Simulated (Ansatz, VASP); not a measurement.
## TePb: VASP beside Ansatz

The input INCAR:

```
  PREC = Accurate
  ENCUT = 520
  EDIFF = 1E-6
  ISMEAR = -1
  SIGMA = 0.03
  LREAL = False
  LASPH = True
  NELM = 80
  ALGO = Normal
  ISIF = 2
  LWAVE = False
  LCHARG = False
  GGA = PS
  NBANDS = 17
```

Contents of KPOINTS:

```
regular mesh
0
Gamma
  10 10 10
```

POSCAR

```
TePb
1.0
    0.0000000000      3.1611243728      3.1611243728
    3.1611243728      0.0000000000      3.1611243728
    3.1611243728      3.1611243728      0.0000000000
Te Pb
1 1
Direct
    0.5000000000      0.5000000000      0.5000000000
    0.0000000000      0.0000000000      0.0000000000
```

Input for Ansatz:

```yaml
crystal:
  lattice:
    - [0.0, 3.1611243728, 3.1611243728]
    - [3.1611243728, 0.0, 3.1611243728]
    - [3.1611243728, 3.1611243728, 0.0]
  atoms:
    - { symbol: Te, position: [0.5, 0.5, 0.5] }
    - { symbol: Pb, position: [0.0, 0.0, 0.0] }
kpoints:
  mp_grid: { grid: [10, 10, 10] }
  band_path:
    path:
      - [0.0, 0.0, 0.0]
      - [0.5, 0.0, 0.5]
      - [0.625, 0.25, 0.625]
      - [0.375, 0.375, 0.75]
      - [0.0, 0.0, 0.0]
      - [0.5, 0.5, 0.5]
      - [0.5, 0.25, 0.75]
      - [0.5, 0.0, 0.5]
    npoints: 5
scf:
  occupations: { method: fermi_dirac, width: 0.03 }
hamiltonian:
  xc: pbesol
  pseudopotentials: { kind: all_electron, lapw: { basis_error: 0.0005 } }
output:
  forces: true
  stress: true
  eigenvalues: true
```

Change from the starting cell: volume scaled by 0.94.

Alike in both runs: task single point; functional PBEsol; k mesh 10 × 10 × 10; occupations fermi-dirac, width 0.03 eV; no spin polarisation.

|  | VASP | Ansatz |
| --- | --- | --- |
| version | VASP 6.6.1 | Ansatz 0.2.0 |
| potentials or method | VASP PAW PBE potentials, release 64 (Te, Pb_d), cutoff 520 eV | all-electron LAPW, scalar-relativistic |

|  | VASP | Ansatz | Ansatz less VASP |
| --- | --- | --- | --- |
| pressure (GPa) | 2.9 | 2.9 | +0.04 |

VASP's potentials were made for PBE, not for PBEsol. Ansatz ran all-electron here, and VASP with PAW potentials.

Spin-orbit coupling is off throughout.
